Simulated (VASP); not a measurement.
The system is CdRe2.

```
Cd Re
1.0
     0.00000    3.81133    3.81133
     3.81133    0.00000    3.81133
     3.81133    3.81133    0.00000
Cd Re
2 4
Direct
  0.00000 0.00000 0.00000
  0.25000 0.25000 0.25000
  0.62500 0.62500 0.62500
  0.12500 0.62500 0.62500
  0.62500 0.62500 0.12500
  0.62500 0.12500 0.62500
```

The cell was generated, and may not be a known phase.

```yaml
Program: VASP 6.6.1
Task: relaxation of cell and atoms
Functional: PBE
Potentials_or_basis: VASP PAW PBE potentials, release 64 (Cd, Re)
Cutoff: 600 eV
k_mesh: 4 × 4 × 4
Occupations: gaussian, width 0.1 eV
Spin: no spin polarisation
```

At the start: pressure -10.8 GPa; volume 18.45 Å³/atom.

Question: How do energy, volume and symmetry change on relaxing?

Answer: Over 4 steps the energy falls by 36.9 meV/atom and the volume is 17.43 Å³/atom (-5.6 %); space group Fd-3m (No. 227, to 0.1 Å) before and after.

Step by step:
```tsv
step	energy change (eV)	largest force (eV/Å)	pressure (GPa)	volume (Å³)
1	0.0000	0.0000	-10.81	110.73
2	1.0691	0.0000	37.06	91.96
3	-0.2208	0.0000	-0.59	104.81
4	-0.2214	0.0000	-0.06	104.57
```

Final structure:
```yaml
crystal:
  lattice:
    - [0.00000, 3.73929, 3.73929]
    - [3.73929, 0.00000, 3.73929]
    - [3.73929, 3.73929, 0.00000]
  atoms:
    - { symbol: Cd, position: [0.00000, 0.00000, 0.00000] }
    - { symbol: Cd, position: [0.25000, 0.25000, 0.25000] }
    - { symbol: Re, position: [0.62500, 0.62500, 0.62500] }
    - { symbol: Re, position: [0.12500, 0.62500, 0.62500] }
    - { symbol: Re, position: [0.62500, 0.62500, 0.12500] }
    - { symbol: Re, position: [0.62500, 0.12500, 0.62500] }
```
